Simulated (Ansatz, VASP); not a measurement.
## Two plane-wave programs on AlSn

INCAR

```
SYSTEM = AlSn
PREC     = Accurate       ! precision mode
ENCUT    = 520            ! plane-wave cutoff, eV
EDIFF    = 1E-6           ! SCF threshold, eV
ISMEAR   = 0              ! smearing method
SIGMA    = 0.1            ! smearing width, eV
LREAL    = .False.        ! projectors in reciprocal space
LASPH    = .True.         ! aspherical terms in the spheres
NELM     = 60             ! most SCF steps
ALGO     = Fast           ! electronic algorithm
ISIF     = 2              ! what is computed and relaxed
LWAVE    = .False.        ! write WAVECAR
LCHARG   = .False.        ! write CHGCAR
GGA      = PS             ! functional
NBANDS   = 16             ! bands
```

File KPOINTS:

```
Automatic mesh
0
Gamma
  12 12 12
  0 0 0
```

Contents of POSCAR:

```
AlSn
1.0
    4.0705671671      0.0000000000      0.0000000000
   -2.0352835835      3.5252145745      0.0000000000
    0.0000000000      0.0000000000      3.3055903981
Al Sn
1 1
Direct
    0.0000000000      0.0000000000      0.0000000000
    0.3333333300      0.6666666700      0.5000000000
```

Input for Ansatz:

```yaml
crystal:
  lattice:
    - [4.0705671671, 0.0, 0.0]
    - [-2.0352835835, 3.5252145745, 0.0]
    - [0.0, 0.0, 3.3055903981]
  atoms:
    - { symbol: Al, position: [0.0, 0.0, 0.0] }
    - { symbol: Sn, position: [0.33333333, 0.66666667, 0.5] }
basis:
  ecutwfc: 420
kpoints:
  mp_grid: { grid: [12, 12, 12] }
hamiltonian:
  xc: pbesol
scf:
  occupations: { method: gaussian, width: 0.1 }
output:
  forces: true
  stress: true
  eigenvalues: true
```

Alike in both runs: task single point; functional PBEsol; k mesh 12 × 12 × 12; occupations gaussian, width 0.1 eV; no spin polarisation.

|  | VASP | Ansatz |
| --- | --- | --- |
| version | VASP 6.6.1 | Ansatz 0.2.0 |
| potentials or method | VASP PAW PBE potentials, release 64 (Al, Sn_d), cutoff 520 eV | scalar-relativistic, plane waves, PAW |
| valence electrons in the cell | 17 | 17 |

Ansatz gave:

```
gap on the k mesh at the Fermi level (eV)                     : none
pressure (GPa)                                                : 1.1
traceless stress, the component that is largest in VASP (GPa) : -1.19
```

**Question.** Which values does VASP return?

**Answer.** gap on the k mesh at the Fermi level (eV): none; pressure (GPa): 1.1; traceless stress, the component that is largest in VASP (GPa): -1.20.

VASP's potentials were made for PBE, not for PBEsol. A gap of «none» marks a metal or a gap that the smearing closes. With one functional, cell and mesh, what is left measures potentials, basis and numerics.
